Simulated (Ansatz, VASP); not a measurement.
**LiRu2 in VASP and in Ansatz**

```
Li Ru
1.0
     3.36664    0.00000    0.00000
    -1.68332    2.91559    0.00000
     0.00000    0.00000    3.63507
Li Ru
1 2
Direct
  0.00000 0.00000 0.00000
  0.33333 0.66667 0.50000
  0.66667 0.33333 0.50000
```

Alike in both runs: task relaxation of cell and atoms; functional PBE; k mesh 6 × 6 × 6; occupations gaussian, width 0.1 eV; no spin polarisation.

|  | VASP | Ansatz |
| --- | --- | --- |
| version | VASP 6.6.1 | Ansatz 0.2.0 |
| potentials or method | VASP PAW PBE potentials, release 64 (Li_sv, Ru_pv), cutoff 600 eV | scalar-relativistic, plane waves, PAW |
| valence electrons in the cell | 31 | 35 |

|  | VASP | Ansatz | Ansatz less VASP |
| --- | --- | --- | --- |
| gap on the k mesh at the Fermi level, each at its own relaxed structure (eV) | none | none | - |
| relaxed volume (Å³/atom) | 13.73 | 13.85 | +0.117 |
| relaxed length of the cell vector where the two differ most in proportion (Å) | 4.299 | 4.324 | +0.0244 |

A gap of «none» marks a metal or a gap that the smearing closes. VASP's potentials hold 31 valence electrons a cell and Ansatz's 35, so a difference there can come from the potentials and not from the codes.

Noted on VASP's run: the cutoff is under 1.25 times that of the potentials, so the pressure is a little rough; the volume moved by over 15 % at a fixed basis, so the end points are rough.
